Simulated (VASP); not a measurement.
# LaPd2 (I4/mmm) in VASP: further runs, part 2 of 2

VASP 6.6.1. Earlier steps stand in the parts before.

### 3 Single point, PBE

This run uses another cell than the first one, of 23.79 Å³/atom.

Input file INCAR:

```
SYSTEM = LaPd2
PREC = Accurate
ENCUT = 630
EDIFF = 1E-6
ISMEAR = -1
SIGMA = 0.05
LREAL = .FALSE.
LASPH = .TRUE.
NELM = 200
ALGO = Normal
ISIF = 2
LWAVE = .FALSE.
LCHARG = .FALSE.
GGA = PE
NBANDS = 30
GGA_COMPAT = .FALSE.
LMAXMIX = 6
```

Input file KPOINTS:

```
Automatic mesh
0
G
  9 9 9
  0 0 0
```

Input file POSCAR:

```
LaPd2
1.0
   -1.9985861751      1.9985861751      4.4669722306
    1.9985861751     -1.9985861751      4.4669722306
    1.9985861751      1.9985861751     -4.4669722306
La Pd
1 2
Direct
    0.0000000000      0.0000000000      0.0000000000
    0.2500000000      0.7500000000      0.5000000000
    0.7500000000      0.2500000000      0.5000000000
```

Potentials or basis: VASP PAW PBE potentials, release 64 (La, Pd_sv_GW).

On the command line:

```bash
$ cat potpaw_PBE.64/La/POTCAR potpaw_PBE.64/Pd_sv_GW/POTCAR > POTCAR
$ mpirun -np 1 vasp_std > vasp.out
```

Run time: 7.7 min. Hardware: 1 thread of Intel Xeon Platinum 8488C (Sapphire Rapids), shared host; peak memory 0.5 GiB.

The run converged. Its results:

| Quantity | Value |
| --- | --- |
| Free energy | -14.1776 eV |
| Pressure | -0.3 GPa |
| Band gap on the k mesh | zero (an odd number of electrons rules out a gap without spin polarisation) |

Levels at points of the mesh, in eV from the Fermi level:
| k point | band 21 | band 22 | band 23 | band 24 | band 25 | band 26 |
| --- | --- | --- | --- | --- | --- | --- |
| (0.00, 0.00, 0.00) | -2.09 | -1.06 | -0.24 | -0.15 | 1.63 | 1.72 |

Caveat: spin-orbit coupling is left out, which moves the levels of the heavy elements.

### 4 Relaxation of the atoms, PBE

This run uses another cell than the first one, of 24.91 Å³/atom.

Input file INCAR:

```
SYSTEM = LaPd2
ALGO = Fast
EDIFF = 1E-6
EDIFFG = -0.01
ENCUT = 520
GGA = PE
IBRION = 2
ISIF = 2
ISMEAR = -1
LASPH = .True.
LCHARG = .False.
LREAL = .False.
LWAVE = .False.
NELM = 80
NSW = 60
PREC = Accurate
SIGMA = 0.05
```

Input file KPOINTS:

```
k-points
0
Gamma
  8 8 8
  0 0 0
```

Input file POSCAR:

```
LaPd2
1.0
   -2.0439514800      2.0439514800      4.4717310000
    2.0439514800     -2.0439514800      4.4717310000
    2.0439514800      2.0439514800     -4.4717310000
La Pd
1 2
Direct
    0.0000000000      0.0000000000      0.0000000000
    0.2500000000      0.7500000000      0.5000000000
    0.7500000000      0.2500000000      0.5000000000
```

Potentials or basis: VASP PAW PBE potentials, release 64 (La, Pd).

On the command line:

```bash
$ cat potpaw_PBE.64/La/POTCAR potpaw_PBE.64/Pd/POTCAR > POTCAR
$ mpirun -np 1 vasp_std > vasp.out
```

It took 10 min on 1 thread of Intel Xeon 8259CL, shared host; peak memory 0.32 GiB.

Results (log left out):

* Free energy: -17.0297 eV
* Pressure after relaxing: -3.0 GPa
* Band gap on the k mesh: zero (an odd number of electrons rules out a gap without spin polarisation)

Stress tensor (GPa, compression positive):
```
-3.24  0.00  0.00
 0.00 -3.24  0.00
 0.00  0.00 -2.54
```

Final structure:
```
CELL_PARAMETERS angstrom
-2.04395 2.04395 4.47173
2.04395 -2.04395 4.47173
2.04395 2.04395 -4.47173
ATOMIC_POSITIONS crystal
La 0.00000 0.00000 0.00000
Pd 0.25000 0.75000 0.50000
Pd 0.75000 0.25000 0.50000
```

Levels at points of the mesh, in eV from the Fermi level:
| k point | band 11 | band 12 | band 13 | band 14 | band 15 | band 16 | band 17 | band 18 | band 19 |
| --- | --- | --- | --- | --- | --- | --- | --- | --- | --- |
| (0.00, 0.00, 0.00) | -2.26 | -2.08 | -2.08 | -1.11 | -0.29 | -0.17 | 1.65 | 2.02 | 2.05 |
| (0.50, 0.00, 0.00) | -2.64 | -2.54 | -2.40 | -2.19 | -1.85 | -0.60 | 0.31 | 1.94 | 2.28 |
| (0.50, 0.50, 0.00) | -2.14 | -2.00 | -1.84 | -1.78 | -1.04 | 1.25 | 1.44 | 2.00 | 2.04 |
| (0.50, 0.50, 0.50) | -1.88 | -1.88 | -1.80 | -1.57 | -1.06 | -0.29 | 1.98 | 2.01 | 2.03 |

Caveat: spin-orbit coupling is left out, which moves the levels of the heavy elements.

### 5 Single point, PBEsol

This run uses another cell than the first one, of 22.46 Å³/atom.

Input file INCAR:

```
  PREC = Accurate
  ENCUT = 630
  EDIFF = 1E-6
  ISMEAR = -1
  SIGMA = 0.05
  LREAL = F
  LASPH = T
  NELM = 200
  ALGO = Normal
  ISIF = 2
  LWAVE = F
  LCHARG = F
  GGA = PS
  NBANDS = 30
  GGA_COMPAT = F
  LMAXMIX = 6
```

Input file KPOINTS:

```
Automatic mesh
0
Gamma
  9 9 9
```

Input file POSCAR:

```
LaPd2
1.0
   -1.9539532481      1.9539532481      4.4120439189
    1.9539532481     -1.9539532481      4.4120439189
    1.9539532481      1.9539532481     -4.4120439189
La Pd
1 2
Direct
    0.0000000000      0.0000000000      0.0000000000
    0.2500000000      0.7500000000      0.5000000000
    0.7500000000      0.2500000000      0.5000000000
```

Potentials or basis: VASP PAW PBE potentials, release 64 (La, Pd_sv_GW).

On the command line:

```bash
$ cat potpaw_PBE.64/La/POTCAR potpaw_PBE.64/Pd_sv_GW/POTCAR > POTCAR
$ mpirun -np 1 vasp_std > vasp.out
```

Wall time 7.2 min (1 thread of Intel Xeon 6975P-C (Granite Rapids), shared host); peak memory 0.51 GiB.

The run converged. Its results:

| Item | Value |
| --- | --- |
| Free energy | -15.9445 eV |
| Pressure | -0.1 GPa |
| Band gap on the k mesh | zero (an odd number of electrons rules out a gap without spin polarisation) |

Levels at points of the mesh, in eV from the Fermi level:
```
           k point  band 19  band 20  band 21  band 22  band 23  band 24  band 25  band 26  band 27  band 28
(0.00, 0.00, 0.00)    -2.43    -2.13    -2.13    -1.02    -0.30    -0.02     1.60     1.80     1.80     2.28
```

Caveat: the PAW data sets were made with another functional, which shifts forces and pressure a little; spin-orbit coupling is left out, which moves the levels of the heavy elements.

### 6 Single point, revPBE

This run uses another cell than the first one, of 24.36 Å³/atom.

Input file INCAR:

```
  ALGO = Normal
  EDIFF = 1E-6
  ENCUT = 630
  GGA = RE
  GGA_COMPAT = F
  ISIF = 2
  ISMEAR = -1
  LASPH = T
  LCHARG = T
  LELF = T
  LMAXMIX = 6
  LREAL = F
  LVHAR = T
  LWAVE = F
  NBANDS = 30
  NELM = 200
  PREC = Accurate
  SIGMA = 0.05
```

Input file KPOINTS:

```
k-points
0
Gamma
  9 9 9
```

Input file POSCAR:

```
LaPd2
1.0
   -2.0163938717      2.0163938717      4.4929142667
    2.0163938717     -2.0163938717      4.4929142667
    2.0163938717      2.0163938717     -4.4929142667
La Pd
1 2
Direct
    0.0000000000      0.0000000000      0.0000000000
    0.2500000000      0.7500000000      0.5000000000
    0.7500000000      0.2500000000      0.5000000000
```

Potentials or basis: VASP PAW PBE potentials, release 64 (La, Pd_sv_GW).

On the command line:

```bash
$ cat potpaw_PBE.64/La/POTCAR potpaw_PBE.64/Pd_sv_GW/POTCAR > POTCAR
$ mpirun -np 1 vasp_std > vasp.out
```

OUTCAR:

```text
EDIFF = 1E-6
   ENCUT = 630
   GGA = RE
   ISIF = 2
   ISMEAR = -1
   LASPH = T
   LREAL = F
   NELM = 200
   PREC = Accurate

 ion  position               nearest neighbor table
   1  0.000  0.000  0.000-   3 3.02   2 3.02   2 3.02   3 3.02   2 3.02   3 3.02   3 3.02   2 3.02

   2  0.250  0.750  0.500-   1 3.02   1 3.02   1 3.02   1 3.02
   3  0.750  0.250  0.500-   1 3.02   1 3.02   1 3.02   1 3.02

[... 987 lines left out ...]
------------------------ aborting loop because EDIFF is reached ----------------------------------------

  FORCE on cell =-STRESS in cart. coord.  units (eV):
  Direction    XX          YY          ZZ          XY          YZ          ZX
  --------------------------------------------------------------------------------------
  -------------------------------------------------------------------------------------
  Total       -0.1065463     -0.1065463     -0.1064356      0.0000000      0.0000000      0.0000000
  in kB       -2.3362002     -2.3362002     -2.3337739      0.0000000      0.0000000      0.0000000
  external PRESSURE =      -2.3353914 kB  Pullay stress =       0.0000000 kB

 VOLUME and BASIS-vectors are now :
 -----------------------------------------------------------------------------
  energy-cutoff  :      630.00
  volume of cell :       73.07
      direct lattice vectors                 reciprocal lattice vectors
    -2.016393872  2.016393872  4.492914267     0.000000000  0.247967427  0.111286343
     2.016393872 -2.016393872  4.492914267     0.247967427  0.000000000  0.111286343
     2.016393872  2.016393872 -4.492914267     0.247967427  0.247967427  0.000000000

 POSITION                                       TOTAL-FORCE (eV/Angst)
 -----------------------------------------------------------------------------------
      0.00000      0.00000      0.00000         0.000000     -0.000000      0.000000
      2.01639      0.00000      2.24646         0.000000      0.000000     -0.000000
      0.00000      2.01639      2.24646        -0.000000     -0.000000     -0.000000
 -----------------------------------------------------------------------------------
    total drift:                                0.000000     -0.000000      0.000000

  FREE ENERGIE OF THE ION-ELECTRON SYSTEM (eV)
  ---------------------------------------------------
  free  energy   TOTEN  =       -12.8985502486 eV

  energy  without entropy=      -12.8845274078  energy(sigma->0) =      -12.89153883
```

stdout:

```text
POSCAR found type information on POSCAR LaPd
 POSCAR found :  2 types and       3 ions
 scaLAPACK will be used
 -----------------------------------------------------------------------------
|                                                                             |
|                                                                             |
|     You enforced a specific xc type in the INCAR file but a different       |
|     I HOPE YOU KNOW WHAT YOU ARE DOING!                                     |
|                                                                             |
 -----------------------------------------------------------------------------

 LDA part: xc-table for (Slater+PW92), standard interpolation
 POSCAR, INCAR and KPOINTS ok, starting setup
 FFT: planning ... GRIDC
 FFT: planning ... GRID_SOFT
 FFT: planning ... GRID
 WAVECAR not read
 entering main loop
```

Run time: 18 min. Hardware: 1 thread of AMD EPYC 7R43 (Zen 3), shared host; peak memory 0.47 GiB.

What came out:

| Item | Value |
| --- | --- |
| Free energy | -12.8986 eV |
| Pressure | -0.2 GPa |
| Band gap on the k mesh | zero (an odd number of electrons rules out a gap without spin polarisation) |

Levels at points of the mesh, in eV from the Fermi level:
```
           k point  band 19  band 20  band 21  band 22  band 23  band 24  band 25  band 26  band 27  band 28
(0.00, 0.00, 0.00)    -2.29    -2.07    -2.07    -1.07    -0.21    -0.20     1.63     1.68     1.68     2.01
```

Caveat: the PAW data sets were made with another functional, which shifts forces and pressure a little; spin-orbit coupling is left out, which moves the levels of the heavy elements.

### 7 Overview

```csv
task,level,potentials or basis,cell,k mesh,cutoff (eV),gap on the mesh (eV),pressure (GPa)
relaxation of the atoms,PBE,"VASP PAW PBE potentials, release 64 (La, Pd)","atoms relaxed from a = 5.234 Å, angles 136.9, 136.9, 62.6°, 3 atoms",8 × 8 × 8,520,none,6.6
single point,PBE,"VASP PAW PBE potentials, release 64 (La, Pd_sv_GW)","a = 5.286 Å, angles 135.6, 135.6, 64.6°, 3 atoms",9 × 9 × 9,630,none,-0.3
relaxation of the atoms,PBE,"VASP PAW PBE potentials, release 64 (La, Pd)","atoms relaxed from a = 5.325 Å, angles 134.9, 134.9, 65.8°, 3 atoms",8 × 8 × 8,520,none,-3.0
single point,PBEsol,"VASP PAW PBE potentials, release 64 (La, Pd_sv_GW)","a = 5.206 Å, angles 135.9, 135.9, 64.1°, 3 atoms",9 × 9 × 9,630,none,-0.1
single point,revPBE,"VASP PAW PBE potentials, release 64 (La, Pd_sv_GW)","a = 5.321 Å, angles 135.5, 135.5, 64.8°, 3 atoms",9 × 9 × 9,630,none,-0.2
```

Alike in all rows: no spin polarisation; smearing fermi-dirac 0.05 eV.

Caveats: spin-orbit coupling is left out, which moves the levels of the heavy elements; the PAW data sets were made with another functional, which shifts forces and pressure a little (at least some runs).

Total energies depend on the potentials used, so only differences within one code and one set of settings carry meaning.
